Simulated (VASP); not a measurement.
A run of VASP 6.6.1 is set up as follows.

The input INCAR:

```
PREC = Accurate
ENCUT = 520
EDIFF = 1E-6
ISMEAR = 0
SIGMA = 0.1
LREAL = False
LASPH = True
NELM = 100
ALGO = Fast
ISIF = 2
LWAVE = False
LCHARG = False
GGA = PE
NBANDS = 54
```

KPOINTS

```
Automatic mesh
0
Gamma
  8 8 8
```

POSCAR

```
Cu8H
1.0
    0.0000000000      3.6646157814      3.6646157814
    3.6646157814      0.0000000000      3.6646157814
    3.6646157814      3.6646157814      0.0000000000
Cu H
8 1
Direct
    0.0000000000      0.0000000000      0.0000000000
   -0.0038586080     -0.0038586080      0.5038586080
   -0.0038586080      0.5038586080     -0.0038586080
   -0.0038586080      0.5038586080      0.5038586080
    0.5038586080     -0.0038586080     -0.0038586080
    0.5038586080     -0.0038586080      0.5038586080
    0.5038586080      0.5038586080     -0.0038586080
    0.5000000000      0.5000000000      0.5000000000
    0.2500000000      0.2500000000      0.2500000000
```

Potentials or basis: VASP PAW PBE potentials, release 64 (Cu, H).

Run with:

```sh
$ cat potpaw_PBE.64/Cu/POTCAR potpaw_PBE.64/H/POTCAR > POTCAR
$ mpirun -np 1 vasp_std > vasp.out
```

What does it give for the pressure?

0.5 GPa.

What does it give for the largest force?

0.009 eV/Å.

Forces on the atoms (eV/Å):
```
Cu   0.000  0.000  0.000
Cu   0.000  0.000 -0.009
Cu   0.000 -0.009  0.000
Cu   0.009  0.000  0.000
Cu  -0.009  0.000  0.000
Cu   0.000  0.009  0.000
Cu   0.000  0.000  0.009
Cu   0.000  0.000  0.000
H    0.000  0.000  0.000
```
